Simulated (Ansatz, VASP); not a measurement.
**Two plane-wave programs on GaAs**

```
CELL_PARAMETERS angstrom
0.00000 2.82685 2.82685
2.82685 0.00000 2.82685
2.82685 2.82685 0.00000
ATOMIC_POSITIONS crystal
As 0.75000 0.75000 0.75000
Ga 0.00000 0.00000 0.00000
```

Alike in both runs: functional PBEsol-based global hybrid; k mesh 4 × 4 × 4; occupations fermi-dirac, width 0.05 eV; no spin polarisation.

|  | VASP | Ansatz |
| --- | --- | --- |
| version | VASP 6.6.1 | Ansatz 0.2.0 |
| potentials or method | VASP PAW PBE potentials, release 64 (As, Ga_d) | Ansatz PAW |
| plane-wave cutoff (eV) | 520 | 420 |
| valence electrons in the cell | 18 | 28 |
| task | single point | band structure |

VASP gave:

- gap on the k mesh at the Fermi level (eV): 2.10
- least direct gap on the mesh (eV): 2.10
- pressure (GPa): -1.2

**Question.** Estimate Ansatz's values.

**Answer.** gap on the k mesh at the Fermi level (eV): 2.04; least direct gap on the mesh (eV): 2.04; pressure (GPa): -1.0.

VASP's potentials were made for PBE, not for PBEsol-based global hybrid. VASP's potentials hold 18 valence electrons a cell and Ansatz's 28, so a difference there can come from the potentials and not from the codes.

The k mesh is coarse, so the values compare programs but aren't converged.
